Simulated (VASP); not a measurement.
# Ca3Be2B8 (C2/m) in VASP: single point with r2SCAN

Aim: the single point of Ca3Be2B8 with r2SCAN.

Program: VASP 6.6.1. These are calculated values, not measurements. Logs are shortened: lines on timing, memory, paths and dates and some standing lists are left out, and cuts for length are marked.

**1. The cell of the first run**

Symmetry: C2/m, No. 12, monoclinic system. The conventional cell has a = 9.315 Å, b = 5.232 Å, c = 6.810 Å, α = 90.00°, β = 116.95°, γ = 90.00°. Within 3.4 Å of Ca (site symmetry 2/m) lie 12 B at 2.35 to 3.18 Å and 6 Be at 3.31 to 3.39 Å. Ca (site symmetry m) has 10 B at 2.18 to 2.79 Å within 2.9 Å. Be (site symmetry m) has 4 B at 1.58 to 1.68 Å within 2.1 Å. Within 2.1 Å of B (site symmetry m) lie 1 Be at 1.61 Å. B (site symmetry m) has 1 Be at 1.58 Å and 1 Ca at 2.18 Å within 2.2 Å. B (site symmetry 1) has 1 Be at 1.68 Å within 2.2 Å.

**2. Single point, r2SCAN**

File POSCAR:

```
Ca3Be2B8
1.0
    0.0000000000      5.2322630000      0.0000000000
    4.6572860000     -2.6161310000      0.0000000000
   -1.5708650000      2.6161310000     -6.0708010000
Ca Be B
3 2 8
Direct
    0.0000000000      0.0000000000      0.0000000000
    0.7997000000      0.1992000000      0.5998000000
    0.2003000000      0.8008000000      0.4002000000
    0.5926000000      0.4032000000      0.2180000000
    0.4074000000      0.5968000000      0.7820000000
    0.7340000000      0.7610000000      0.2930000000
    0.2660000000      0.2390000000      0.7070000000
    0.6740000000      0.3060000000      0.9580000000
    0.3260000000      0.6940000000      0.0420000000
    0.7867000000      0.7296000000      0.6942000000
    0.7513000000      0.2704000000      0.3058000000
    0.2133000000      0.2704000000      0.3058000000
    0.2487000000      0.7296000000      0.6942000000
```

File INCAR.step1:

```
SYSTEM = Ca3Be2B8
ALGO = Normal
EDIFF = 1E-4
ENCUT = 520
GGA = PE
ISMEAR = -1
LASPH = .True.
LCHARG = .False.
LREAL = .False.
LWAVE = .True.
NBANDS = 41
NELM = 80
PREC = Accurate
SIGMA = 0.0401
```

File INCAR.step2:

```
SYSTEM = Ca3Be2B8
ALGO = Normal
EDIFF = 1E-6
ENCUT = 520
ISIF = 2
ISMEAR = -1
ISTART = 1
LASPH = .True.
LCHARG = .False.
LMIXTAU = .True.
LREAL = .False.
LWAVE = .False.
METAGGA = R2SCAN
NBANDS = 41
NELM = 80
PREC = Accurate
SIGMA = 0.0401
```

File KPOINTS:

```
k-points
0
Gamma
  5 5 5
  0 0 0
```

Potentials or basis: VASP PAW PBE potentials, release 64 (Ca_sv, Be, B).

Command:

```sh
$ cat potpaw_PBE.64/Ca_sv/POTCAR potpaw_PBE.64/Be/POTCAR potpaw_PBE.64/B/POTCAR > POTCAR
$ cp INCAR.step1 INCAR
$ mpirun -np 1 vasp_std > vasp.out
$ cp INCAR.step2 INCAR
$ mpirun -np 1 vasp_std > vasp.out
```

OUTCAR:

```text
SYSTEM = Ca3Be2B8
   EDIFF = 1E-6
   ENCUT = 520
   ISIF = 2
   ISMEAR = -1
   ISTART = 1
   LASPH = .True.
   LREAL = .False.
   METAGGA = R2SCAN
   NELM = 80
   PREC = Accurate

 ion  position               nearest neighbor table
   1  0.000  0.000  0.000-  10 2.35  12 2.35  11 2.35  13 2.35   6 2.37   7 2.37
   2  0.800  0.199  0.600-   8 2.18  11 2.30  12 2.30   6 2.43
   3  0.200  0.801  0.400-   9 2.18  13 2.30  10 2.30   7 2.43
   4  0.593  0.403  0.218-   8 1.58   6 1.61  11 1.68  12 1.68
   5  0.407  0.597  0.782-   9 1.58   7 1.61  13 1.68  10 1.68
   6  0.734  0.761  0.293-   4 1.61   1 2.37   2 2.43
   7  0.266  0.239  0.707-   5 1.61   1 2.37   3 2.43
   8  0.674  0.306  0.958-   4 1.58   2 2.18
   9  0.326  0.694  0.042-   5 1.58   3 2.18
  10  0.787  0.730  0.694-   5 1.68   3 2.30   1 2.35
  11  0.751  0.270  0.306-   4 1.68   2 2.30   1 2.35
  12  0.213  0.270  0.306-   4 1.68   2 2.30   1 2.35
  13  0.249  0.730  0.694-   5 1.68   3 2.30   1 2.35

  LATTYP: Found a base centered monoclinic cell.
 ALAT       =     9.3145720000
 B/A-ratio  =     0.5617287622
 C/A-ratio  =     0.7311481205
 COS(beta)  =    -0.4531968612

  Lattice vectors:

 A1 = (  -4.6572860000,  -2.6161320000,   0.0000000000)
 A2 = (  -4.6572860000,   2.6161310000,   0.0000000000)
 A3 = (   3.0864210000,   0.0000000000,  -6.0708010000)

Analysis of symmetry for initial positions (statically):
=====================================================================
 Subroutine PRICEL returns:
 Original cell was already a primitive cell.

 Routine SETGRP: Setting up the symmetry group for a
 base centered monoclinic supercell.

 Subroutine GETGRP returns: Found  4 space group operations
 (whereof  4 operations were pure point group operations)
 out of a pool of  4 trial point group operations.

The static configuration has the point symmetry C_2h.

Analysis of symmetry for dynamics (positions and initial velocities):
=====================================================================
 Subroutine PRICEL returns:
 Original cell was already a primitive cell.

 Routine SETGRP: Setting up the symmetry group for a
 base centered monoclinic supercell.

 Subroutine GETGRP returns: Found  4 space group operations
 (whereof  4 operations were pure point group operations)
 out of a pool of  4 trial point group operations.

[... 126 lines left out ...]
   IBRION =     -1    ionic relax: 0-MD 1-quasi-New 2-CG
   NFREE  =      0    steps in history (QN), initial steepest desc. (CG)
   ISIF   =      2    stress and relaxation
   ISYM   =      2    0-nonsym 1-usesym 2-fastsym
   POTIM  = 0.5000    time-step for ionic-motion
   TEBEG  =    0.0;   TEEND  =   0.0 temperature during run
   PSTRESS=    0.0 pullay stress
   NELECT =      58.0000    total number of electrons
   NUPDOWN=      -1.0000    fix difference up-down
   EMIN   =  10.00;   EMAX   =-10.00  energy-range for DOS
   EFERMI =   0.00;   METHOD = LEGACY
   ISMEAR =    -1;   SIGMA  =   0.04  broadening in eV -4-tet -1-fermi 0-gaus
   EFERMI_NEDOS =   21; number of points for ismear=-14 and -15
   IALGO  =     38    algorithm
   IMIX   =      4    mixing-type and parameters
     AMIX     =   0.40;   BMIX     =  1.00
     AMIX_MAG =   1.60;   BMIX_MAG =  1.00
  volume/ion in A,a.u.               =      11.38        76.79
  Fermi-wavevector in a.u.,A,eV,Ry     =   1.198196  2.264263 19.533538  1.435675
  Thomas-Fermi vector in A             =   2.334092
   LORBIT       =      0    0 simple, 1 ext, 2 COOP (PROOUT), +10 PAW based schemes
   METAGGA = R2SCAN    functional components
   LHFCALC =     F    Hartree Fock is set to
   AEXX    =    0.0000 exact exchange contribution
   IVDW    =     0    specifies the selected vdW correction
   LEPSILON=     F    determine dielectric tensor
   LRPA    =     F    only Hartree local field effects (RPA)
 non-spin polarized calculation
  energy-cutoff  :      520.00
  volume of cell :      147.93
 maximum number of plane-waves:      4012
   NGX = 19   NGY = 19   NGZ = 25

 number of electron      57.9999999 magnetization

 Free energy of the ion-electron system (eV)
  ---------------------------------------------------
  ext. energy  EPLUGINS =         0.00000000
  ---------------------------------------------------
  free energy    TOTEN  =       -63.46730981 eV

  energy without entropy =      -63.45117170  energy(sigma->0) =      -63.45924076

 E-fermi :   4.3691     XC(G=0): -11.3618

 val. band max:        4.3583624541   @ k =  -0.2000  -0.2000   0.2000
 cond. band min:       4.3759663889   @ k =  -0.4000   0.0000   0.2000
 fundamental gap:      0.0176039349
 Fermi energy:         4.3691448651

 k-point     1 :       0.0000    0.0000    0.0000
  band No.  band energies     occupation
      1     -36.6067      2.00000
      2     -35.7908      2.00000
      3     -35.7121      2.00000
      4     -17.2140      2.00000
      5     -16.9409      2.00000
      6     -16.9244      2.00000
[... 1045 lines left out ...]
     40       8.4320      0.00000
     41       8.5418      0.00000

 [... further k-points ...]
[... 5 lines left out ...]
  --------------------------------------------------------------------------------------
  -------------------------------------------------------------------------------------
  Total       13.2660734      9.3017437     55.6190146      0.0000015      0.0000031      0.9452581
  in kB      143.6760919    100.7410521    602.3728667      0.0000160      0.0000340     10.2374671
  external PRESSURE =     282.2633369 kB  Pullay stress =       0.0000000 kB

 VOLUME and BASIS-vectors are now :
 -----------------------------------------------------------------------------
  energy-cutoff  :      520.00
  volume of cell :      147.93
      direct lattice vectors                 reciprocal lattice vectors
     0.000000000  5.232263000  0.000000000     0.107358643  0.191121891  0.054581590
     4.657286000 -2.616131000  0.000000000     0.214717327  0.000000000 -0.055559708
    -1.570865000  2.616131000 -6.070801000     0.000000000  0.000000000 -0.164722909

 POSITION                                       TOTAL-FORCE (eV/Angst)
 -----------------------------------------------------------------------------------
      0.00000      0.00000      0.00000        -0.000000     -0.000000      0.000000
     -0.01447      5.23226     -3.64127        -0.714985     -0.000000     -0.766456
      3.10089      0.00000     -2.42953         0.714985      0.000000      0.766456
      1.53537      2.61613     -1.32343        -1.491402     -0.000000     -1.555245
      1.55105      2.61613     -4.74737         1.491402      0.000000      1.555245
      3.08393      2.61613     -1.77874         2.656440      0.000000     -1.401206
      0.00249      2.61613     -4.29206        -2.656440     -0.000000      1.401206
     -0.07976      5.23226     -5.81583        -0.108561     -0.000000     -0.230328
      3.16618      0.00000     -0.25497         0.108561      0.000000      0.230328
      2.30746      4.02361     -4.21435         0.311138      1.514719      0.671157
      0.77896      4.02361     -1.85645        -0.311138      1.514719     -0.671157
      0.77896      1.20865     -1.85645        -0.311138     -1.514719     -0.671157
      2.30746      1.20865     -4.21435         0.311138     -1.514719      0.671157
 -----------------------------------------------------------------------------------
    total drift:                               -0.000000      0.000000     -0.000000

  FREE ENERGIE OF THE ION-ELECTRON SYSTEM (eV)
  ---------------------------------------------------
  free  energy   TOTEN  =       -63.4673098134 eV

  energy  without entropy=      -63.4511717038  energy(sigma->0) =      -63.45924076
```

OSZICAR.step1:

```text
N       E                     dE             d eps       ncg     rms          rms(c)
DAV:   1     0.432033402222E+03    0.43203E+03   -0.27166E+04  3198   0.135E+03
DAV:   2    -0.125225758460E+02   -0.44456E+03   -0.43027E+03  3539   0.359E+02
DAV:   3    -0.437935299571E+02   -0.31271E+02   -0.30314E+02  5100   0.805E+01
DAV:   4    -0.458751991076E+02   -0.20817E+01   -0.20618E+01  5004   0.168E+01
DAV:   5    -0.459468999805E+02   -0.71701E-01   -0.71645E-01  4652   0.302E+00    0.958E+00
DAV:   6    -0.430710467838E+02    0.28759E+01   -0.57106E+00  4128   0.100E+01    0.515E+00
DAV:   7    -0.427230062916E+02    0.34804E+00   -0.23337E+00  4048   0.543E+00    0.251E+00
DAV:   8    -0.426029785456E+02    0.12003E+00   -0.54564E-01  4267   0.289E+00    0.935E-01
DAV:   9    -0.426030302171E+02   -0.51672E-04   -0.79623E-02  4476   0.123E+00    0.300E-01
DAV:  10    -0.426032205900E+02   -0.19037E-03   -0.70677E-03  4652   0.340E-01    0.141E-01
DAV:  11    -0.426034162461E+02   -0.19566E-03   -0.80074E-04  3956   0.126E-01    0.484E-02
DAV:  12    -0.426034536802E+02   -0.37434E-04   -0.11498E-04  2756   0.530E-02
   1 F= -.42603454E+02 E0= -.42594538E+02  d E =-.178323E-01
```

Run time: 29 min. Hardware: 1 thread of Intel Xeon 8259CL, shared host; peak memory 0.44 GiB.

Results:

```
Free energy            : -63.4673 eV
Pressure               : 28.2 GPa
Largest force          : 3.003 eV/Å
Band gap on the k mesh : zero (bands 29 and 30 overlap by 0.78 eV)
```

Forces on the atoms (eV/Å):
```
Ca   0.000  0.000  0.000
Ca  -0.715  0.000 -0.766
Ca   0.715  0.000  0.766
Be  -1.491  0.000 -1.555
Be   1.491  0.000  1.555
B    2.656  0.000 -1.401
B   -2.656  0.000  1.401
B   -0.109  0.000 -0.230
B    0.109  0.000  0.230
B    0.311  1.515  0.671
B   -0.311  1.515 -0.671
B   -0.311 -1.515 -0.671
B    0.311 -1.515  0.671
```

Stress tensor (GPa, compression positive):
```
14.37  0.00  1.02
 0.00 10.07  0.00
 1.02  0.00 60.24
```

Caveat: the stress differs along the axes, from 10 to 60 GPa; the PAW data sets were made with another functional, which shifts forces and pressure a little.
